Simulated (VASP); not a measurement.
# TaF4 (Cmmm) in VASP: single point with PBE

Aim: the single point of TaF4 with PBE.

Everything below comes from runs of VASP 6.6.1. Logs are shortened: lines on timing, memory, paths and dates and some standing lists are left out, and cuts for length are marked.

## (1) The cell of the first run

The structure is orthorhombic, space group Cmmm (No. 65). The conventional cell has a = 5.617 Å, b = 6.232 Å, c = 5.700 Å, α = 90.00°, β = 90.00°, γ = 90.00°. Within 2.5 Å of Ta (site symmetry mmm) lie 4 F at 1.88 Å. F (site symmetry m) has 1 Ta at 1.88 Å within 2.5 Å.

The cell was generated, and may not be a known phase.

## (2) Single point, PBE

File INCAR:

```
SYSTEM = TaF4
PREC = Accurate ; ENCUT = 700
EDIFF = 1E-6 ; ISMEAR = 0
SIGMA = 0.15 ; LREAL = .False.
LASPH = .True. ; NELM = 120
ALGO = Normal ; ISIF = 2
LWAVE = .False. ; LCHARG = .True.
GGA = PE ; LELF = .True.
LVHAR = .True. ; NBANDS = 28
GGA_COMPAT = .False.
```

File KPOINTS:

```
regular mesh
0
Gamma
  3 3 3
  0 0 0
```

File POSCAR:

```
TaF4
1.0
    2.8083937581     -3.1158966451      0.0000000000
    2.8083937581      3.1158966451      0.0000000000
    0.0000000000      0.0000000000      5.6995610216
Ta F
1 4
Direct
    0.5000000000      0.5000000000      0.0000000000
    0.7378391954      0.7378391954      0.7679812260
    0.2621608046      0.2621608046      0.7679812260
    0.7378391954      0.7378391954      0.2320187740
    0.2621608046      0.2621608046      0.2320187740
```

Potentials or basis: VASP PAW PBE potentials, release 64 (Ta_sv_GW, F).

Command:

```
cat potpaw_PBE.64/Ta_sv_GW/POTCAR potpaw_PBE.64/F/POTCAR > POTCAR
mpirun -np 1 vasp_std > vasp.out
```

OUTCAR:

```text
SYSTEM = TaF4
   PREC = Accurate
   ENCUT = 700
   EDIFF = 1E-6
   ISMEAR = 0
   LREAL = .False.
   LASPH = .True.
   NELM = 120
   ISIF = 2
   GGA = PE

 ion  position               nearest neighbor table
   1  0.500  0.500  0.000-   2 1.88   3 1.88   4 1.88   5 1.88
   2  0.738  0.738  0.768-   1 1.88
   3  0.262  0.262  0.768-   1 1.88
   4  0.738  0.738  0.232-   1 1.88
   5  0.262  0.262  0.232-   1 1.88

  LATTYP: Found a base centered orthorhombic cell.
 ALAT       =     5.6167875162
 B/A-ratio  =     1.1094942211
 C/A-ratio  =     1.0147368055

  Lattice vectors:

 A1 = (   2.8083937581,  -3.1158966451,   0.0000000000)
 A2 = (   2.8083937581,   3.1158966451,   0.0000000000)
 A3 = (   0.0000000000,   0.0000000000,   5.6995610216)

Analysis of symmetry for initial positions (statically):
=====================================================================
 Subroutine PRICEL returns:
 Original cell was already a primitive cell.

 Routine SETGRP: Setting up the symmetry group for a
 base centered orthorhombic supercell.

 Subroutine GETGRP returns: Found  8 space group operations
 (whereof  8 operations were pure point group operations)
 out of a pool of  8 trial point group operations.

The static configuration has the point symmetry D_2h.

Analysis of symmetry for dynamics (positions and initial velocities):
=====================================================================
 Subroutine PRICEL returns:
 Original cell was already a primitive cell.

 Routine SETGRP: Setting up the symmetry group for a
 base centered orthorhombic supercell.

 Subroutine GETGRP returns: Found  8 space group operations
 (whereof  8 operations were pure point group operations)
 out of a pool of  8 trial point group operations.

The dynamic configuration has the point symmetry D_2h.

 Subroutine INISYM returns: Found  8 space group operations
 (whereof  8 operations are pure point group operations),
 and found     1 'primitive' translations

----------------------------------------------------------------------------------------

                                     Primitive cell

  volume of cell :      99.7499

  direct lattice vectors                    reciprocal lattice vectors
     2.808393758 -3.115896645  0.000000000     0.178037712 -0.160467453  0.000000000
     2.808393758  3.115896645  0.000000000     0.178037712  0.160467453  0.000000000
     0.000000000  0.000000000  5.699561022     0.000000000  0.000000000  0.175452109

  length of vectors
     4.194745213  4.194745213  5.699561022     0.239681519  0.239681519  0.175452109

  position of ions in fractional coordinates (direct lattice)
     0.500000000  0.500000000  0.000000000
     0.737839195  0.737839195  0.767981226
     0.262160805  0.262160805  0.767981226
     0.737839195  0.737839195  0.232018774
     0.262160805  0.262160805  0.232018774

  ion indices of the primitive-cell ions
   primitive index   ion index
                 1           1
                 2           2
                 3           3
                 4           4
                 5           5

----------------------------------------------------------------------------------------

 KPOINTS: regular mesh

Automatic generation of k-mesh.
 Grid dimensions read from file:
 generate k-points for:    3    3    3

 Generating k-lattice:

  Cartesian coordinates                     Fractional coordinates (reciprocal lattice)
     0.059345904 -0.053489151  0.000000000     0.333333333  0.000000000  0.000000000
     0.059345904  0.053489151  0.000000000     0.000000000  0.333333333  0.000000000
     0.000000000  0.000000000  0.058484036     0.000000000  0.000000000  0.333333333

  Length of vectors
     0.079893840  0.079893840  0.058484036

  Shift w.r.t. Gamma in fractional coordinates (k-lattice)
     0.000000000  0.000000000  0.000000000

 Subroutine IBZKPT returns following result:
 ===========================================

 Found      8 irreducible k-points:

 Following reciprocal coordinates:
            Coordinates               Weight
  0.000000  0.000000  0.000000      1.000000
  0.333333  0.000000  0.000000      4.000000
  0.333333  0.333333  0.000000      2.000000
 -0.333333  0.333333  0.000000      2.000000
  0.000000  0.000000  0.333333      2.000000
  0.333333  0.000000  0.333333      8.000000
  0.333333  0.333333  0.333333      4.000000
 -0.333333  0.333333  0.333333      4.000000
   k-points           NKPTS =      8   k-points in BZ     NKDIM =      8   number of bands    NBANDS=     28
   number of dos      NEDOS =    301   number of ions     NIONS =      5
   total plane-waves  NPLWV =  64800
   dimension x,y,z NGX =    36 NGY =   36 NGZ =   50
   dimension x,y,z NGXF=    72 NGYF=   72 NGZF=  100
   ions per type =               1   4
   NGX,Y,Z   is equivalent  to a cutoff of  14.27, 14.27, 14.58 a.u.
   NGXF,Y,Z  is equivalent  to a cutoff of  28.54, 28.54, 29.17 a.u.
 SYSTEM =  TaF4
   PREC   = accura    normal or accurate (medium, high low for compatibility)
   ISTART =      0    job   : 0-new  1-cont  2-samecut
   ICHARG =      2    charge: 1-file 2-atom 10-const
   ISPIN  =      1    spin polarized calculation?
   LNONCOLLINEAR =      F non collinear calculations
   LSORBIT =      F    spin-orbit coupling
   LASPH  =      T    aspherical Exc in radial PAW
   ENCUT  =  700.0 eV  51.45 Ry    7.17 a.u.   9.05  9.05 12.30*2*pi/ulx,y,z
   NELM   =    120;   NELMIN=  2; NELMDL= -5     # of ELM steps
   EDIFF  = 0.1E-05   stopping-criterion for ELM
   LREAL  =      F    real-space projection
   EDIFFG = 0.1E-04   stopping-criterion for IOM
   NSW    =      0    number of steps for IOM
   IBRION =     -1    ionic relax: 0-MD 1-quasi-New 2-CG
   NFREE  =      0    steps in history (QN), initial steepest desc. (CG)
   ISIF   =      2    stress and relaxation
   ISYM   =      2    0-nonsym 1-usesym 2-fastsym
   POTIM  = 0.5000    time-step for ionic-motion
   TEBEG  =    0.0;   TEEND  =   0.0 temperature during run
   PSTRESS=    0.0 pullay stress
   NELECT =      41.0000    total number of electrons
   NUPDOWN=      -1.0000    fix difference up-down
   EMIN   =  10.00;   EMAX   =-10.00  energy-range for DOS
   EFERMI =   0.00;   METHOD = LEGACY
   ISMEAR =     0;   SIGMA  =   0.15  broadening in eV -4-tet -1-fermi 0-gaus
   EFERMI_NEDOS =   21; number of points for ismear=-14 and -15
   IALGO  =     38    algorithm
   IMIX   =      4    mixing-type and parameters
     AMIX     =   0.40;   BMIX     =  1.00
     AMIX_MAG =   1.60;   BMIX_MAG =  1.00
  volume/ion in A,a.u.               =      19.95       134.63
  Fermi-wavevector in a.u.,A,eV,Ry     =   1.217209  2.300192 20.158375  1.481599
  Thomas-Fermi vector in A             =   2.352537
   LORBIT       =      0    0 simple, 1 ext, 2 COOP (PROOUT), +10 PAW based schemes
   GGA     = PE    functional components
   LHFCALC =     F    Hartree Fock is set to
   AEXX    =    0.0000 exact exchange contribution
   IVDW    =     0    specifies the selected vdW correction
   LEPSILON=     F    determine dielectric tensor
   LRPA    =     F    only Hartree local field effects (RPA)
 non-spin polarized calculation
 Gauss-broadening in eV      SIGMA  =   0.15
  energy-cutoff  :      700.00
  volume of cell :       99.75
 maximum number of plane-waves:      4219
   NGX = 19   NGY = 19   NGZ = 25

 number of electron      41.0000010 magnetization

 Free energy of the ion-electron system (eV)
  ---------------------------------------------------
  ext. energy  EPLUGINS =         0.00000000
  ---------------------------------------------------
  free energy    TOTEN  =       -34.59006410 eV

  energy without entropy =      -34.57000649  energy(sigma->0) =      -34.58003530

 E-fermi :  -0.2553     XC(G=0):  -7.7528

 val. band max:       -0.3720155190   @ k =   0.3333   0.0000   0.3333
 cond. band min:       0.0235448217   @ k =   0.3333   0.3333   0.0000
 fundamental gap:      0.3955603407
 Fermi energy:        -0.2552753847

 k-point     1 :       0.0000    0.0000    0.0000
  band No.  band energies     occupation
      1     -70.1565      2.00000
      2     -36.8529      2.00000
      3     -36.8494      2.00000
      4     -36.4840      2.00000
      5     -24.3779      2.00000
      6     -24.1082      2.00000
[... 20 lines left out ...]
     27       7.9778      0.00000
     28       8.3380      0.00000

 k-point     2 :       0.3333    0.0000    0.0000
  band No.  band energies     occupation
      1     -70.1564      2.00000
      2     -36.8534      2.00000
      3     -36.8515      2.00000
      4     -36.4874      2.00000
      5     -24.3085      2.00000
      6     -24.1663      2.00000
[... 20 lines left out ...]
     27       7.9988      0.00000
     28       9.3630      0.00000

 k-point     3 :       0.3333    0.3333    0.0000
  band No.  band energies     occupation
      1     -70.1563      2.00000
      2     -36.8569      2.00000
      3     -36.8502      2.00000
      4     -36.4909      2.00000
      5     -24.2726      2.00000
      6     -24.1904      2.00000
[... 20 lines left out ...]
     27       7.9735      0.00000
     28       9.3324      0.00000

 k-point     4 :      -0.3333    0.3333    0.0000
  band No.  band energies     occupation
      1     -70.1563      2.00000
      2     -36.8566      2.00000
      3     -36.8503      2.00000
      4     -36.4909      2.00000
      5     -24.3097      2.00000
      6     -24.1593      2.00000
[... 20 lines left out ...]
     27       8.2559      0.00000
     28       8.2888      0.00000

 k-point     5 :       0.0000    0.0000    0.3333
  band No.  band energies     occupation
      1     -70.1565      2.00000
      2     -36.8531      2.00000
      3     -36.8493      2.00000
      4     -36.4840      2.00000
      5     -24.3520      2.00000
      6     -24.1287      2.00000
[... 20 lines left out ...]
     27       7.3445      0.00000
     28       8.2241      0.00000

 k-point     6 :       0.3333    0.0000    0.3333
  band No.  band energies     occupation
      1     -70.1564      2.00000
      2     -36.8533      2.00000
      3     -36.8517      2.00000
      4     -36.4874      2.00000
      5     -24.2841      2.00000
      6     -24.1883      2.00000
[... 20 lines left out ...]
     27       7.8701      0.00000
     28       8.5481      0.00000

 k-point     7 :       0.3333    0.3333    0.3333
  band No.  band energies     occupation
      1     -70.1563      2.00000
      2     -36.8569      2.00000
      3     -36.8504      2.00000
      4     -36.4909      2.00000
      5     -24.2490      2.00000
      6     -24.2130      2.00000
[... 20 lines left out ...]
     27       7.6002      0.00000
     28       8.9478      0.00000

 k-point     8 :      -0.3333    0.3333    0.3333
  band No.  band energies     occupation
      1     -70.1563      2.00000
      2     -36.8565      2.00000
      3     -36.8505      2.00000
      4     -36.4909      2.00000
      5     -24.2853      2.00000
      6     -24.1810      2.00000
[... 20 lines left out ...]
     27       8.0288      0.00000
     28       8.5663      0.00000

------------------------ aborting loop because EDIFF is reached ----------------------------------------

  FORCE on cell =-STRESS in cart. coord.  units (eV):
  Direction    XX          YY          ZZ          XY          YZ          ZX
  --------------------------------------------------------------------------------------
  -------------------------------------------------------------------------------------
  Total        0.7231142      0.1929134      0.6988562     -0.0000000      0.0000000      0.0000000
  in kB       11.6146201      3.0985638     11.2249898     -0.0000000      0.0000000      0.0000000
  external PRESSURE =       8.6460579 kB  Pullay stress =       0.0000000 kB

 VOLUME and BASIS-vectors are now :
 -----------------------------------------------------------------------------
  energy-cutoff  :      700.00
  volume of cell :       99.75
      direct lattice vectors                 reciprocal lattice vectors
     2.808393758 -3.115896645  0.000000000     0.178037712 -0.160467453  0.000000000
     2.808393758  3.115896645  0.000000000     0.178037712  0.160467453  0.000000000
     0.000000000  0.000000000  5.699561022     0.000000000  0.000000000  0.175452109

 POSITION                                       TOTAL-FORCE (eV/Angst)
 -----------------------------------------------------------------------------------
      2.80839      0.00000      0.00000         0.000000     -0.000000     -0.000000
      4.14429      0.00000      4.37716         0.134922      0.000000     -0.112749
      1.47250      0.00000      4.37716        -0.134922      0.000000     -0.112749
      4.14429      0.00000      1.32241         0.134922      0.000000      0.112749
      1.47250      0.00000      1.32241        -0.134922      0.000000      0.112749
 -----------------------------------------------------------------------------------
    total drift:                                0.000000      0.000000     -0.000000

  FREE ENERGIE OF THE ION-ELECTRON SYSTEM (eV)
  ---------------------------------------------------
  free  energy   TOTEN  =       -34.5900641047 eV

  energy  without entropy=      -34.5700064944  energy(sigma->0) =      -34.58003530
```

Wall time 20 s (1 thread of Intel Xeon Platinum 8559C (Emerald Rapids), shared host); peak memory 0.25 GiB.

Results:

- Free energy: -34.5901 eV
- Pressure: 0.9 GPa
- Largest force: 0.176 eV/Å
- Band gap on the k mesh: zero (an odd number of electrons rules out a gap without spin polarisation)

Forces in eV/Å, atoms in the order of the input:
```
Ta   0.000  0.000  0.000
F    0.135  0.000 -0.113
F   -0.135  0.000 -0.113
F    0.135  0.000  0.113
F   -0.135  0.000  0.113
```

Stress tensor (GPa, compression positive):
```
1.16 0.00 0.00
0.00 0.31 0.00
0.00 0.00 1.12
```

Levels at points of the mesh, in eV from the Fermi level:
```csv
k point,band 16,band 17,band 18,band 19,band 20,band 21,band 22,band 23,band 24,band 25
"(0.00, 0.00, 0.00)",-4.81,-4.52,-4.18,-4.18,-3.71,-0.72,1.63,1.79,2.94,5.45
```

Caveat: the k points lie up to 0.50 Å⁻¹ apart, too coarse for converged energies and pressures of a metal; spin-orbit coupling is left out, which moves the levels of the heavy elements; an odd number of electrons without spin polarisation forces a metal; a magnetic or distorted state may lie lower.

The gap in the log of VASP goes by the Fermi energy; the results here count the filled bands.